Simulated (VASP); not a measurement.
Crystal: SiC.

```
CELL_PARAMETERS angstrom
2.90636 0.00000 0.00000
-1.45318 2.51698 0.00000
0.00000 0.00000 2.49645
ATOMIC_POSITIONS crystal
Si 0.66667 0.33333 0.50000
C 0.33333 0.66667 0.00000
```

```yaml
Program: VASP 6.6.1
Task: relaxation of cell and atoms
Functional: PBE
Potentials_or_basis: VASP PAW PBE potentials, release 64 (Si, C)
Cutoff: 600 eV
k_mesh: 6 × 6 × 6
Occupations: gaussian, width 0.1 eV
Spin: no spin polarisation
```

At the start: pressure 1.2 GPa; volume 9.13 Å³/atom.

Question: How do energy, volume and symmetry change on relaxing?

Answer: Over 9 steps the energy falls by 23.5 meV/atom and the volume is 9.09 Å³/atom (-0.5 %); space group P-6m2 (No. 187, to 0.05 Å).

Step by step:
```
step  energy change (eV)  largest force (eV/Å)  pressure (GPa)  volume (Å³)
   1              0.0000                0.0000            1.23        18.26
   2             -0.0300                0.0000           -1.86        18.42
   3             -0.0449                0.0000           -2.13        18.36
   4             -0.0458                0.0000           -1.93        18.35
   5             -0.0458                0.0000           -1.97        18.35
   6             -0.0465                0.0000            0.89        18.09
   7             -0.0469                0.0000           -0.12        18.18
   8             -0.0468                0.0000            0.17        18.16
   9             -0.0469                0.0000            0.01        18.17
```

Final structure:
```
Si C
1.0
     2.86406    0.00000    0.00000
    -1.43203    2.48035    0.00000
     0.00000    0.00000    2.55783
Si C
1 1
Direct
  0.66667 0.33333 0.50000
  0.33333 0.66667 0.00000
```

Caveat: the k points lie up to 0.42 Å⁻¹ apart in the final cell.
